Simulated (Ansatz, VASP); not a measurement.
# One calculation of WS2, two programs

```
W S
1.0
     3.18352    0.00000    0.00000
    -1.59176    2.75701    0.00000
     0.00000    0.00000   16.95058
W S
1 2
Direct
  0.36620 0.66667 0.00000
  0.57243 0.33333 0.90800
  0.57243 0.33333 0.09200
```

Change from the starting cell: mode 6 (345.0 1/cm) frozen in, largest displacement -0.300 Å.

Alike in both runs: task single point; functional LDA; k mesh 12 × 12 × 2; occupations gaussian, width 0.05 eV; no spin polarisation.

|  | VASP | Ansatz |
| --- | --- | --- |
| version | VASP 6.6.1 | Ansatz 0.2.0 |
| potentials or method | VASP PAW LDA potentials, release 64 (W_sv, S), cutoff 520 eV | scalar-relativistic, plane waves, PAW |
| valence electrons in the cell | 26 | 26 |

Ansatz gave:

| Item | Value |
| --- | --- |
| gap on the k mesh at the Fermi level (eV) | none |
| rms of the force components (eV/Å) | 3.028 |

Problem. Which values does VASP return?

Solution. gap on the k mesh at the Fermi level (eV): none; rms of the force components (eV/Å): 3.040.

LDA's correlation is that of Perdew and Zunger in VASP and of Perdew and Wang (1992) in Ansatz. Atom by atom the forces differ by 0.021 eV/Å (rms over components). A gap of «none» marks a metal or a gap that the smearing closes.

Neither program's run includes spin-orbit coupling.
